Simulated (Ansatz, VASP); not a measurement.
Hf in VASP and in Ansatz

```
Hf
1.0
     3.19873    0.00000    0.00000
    -1.59937    2.77018    0.00000
     0.00000    0.00000    5.05050
Hf
2
Direct
  0.33333 0.66667 0.25000
  0.66667 0.33333 0.75000
```

Alike in both runs: task single point; functional r2SCAN; k mesh 11 × 11 × 6; occupations methfessel-paxton of order 1, width 0.1 eV; no spin polarisation.

|  | VASP | Ansatz |
| --- | --- | --- |
| version | VASP 6.6.1 | Ansatz 0.2.0 |
| potentials or method | VASP PAW PBE potentials, release 64 (Hf_pv), cutoff 520 eV | plane waves (500 eV) with PAW, scalar-relativistic |
| valence electrons in the cell | 20 | 52 |

|  | VASP | Ansatz | Ansatz less VASP |
| --- | --- | --- | --- |
| pressure (GPa) | -0.5 | 0.1 | +0.63 |
| traceless stress, the component that is largest in VASP (GPa) | -0.09 | 0.07 | +0.162 |

VASP's potentials were made for PBE, not for r2SCAN. VASP's potentials hold 20 valence electrons a cell and Ansatz's 52, so a difference there can come from the potentials and not from the codes.

Spin-orbit coupling is off throughout.
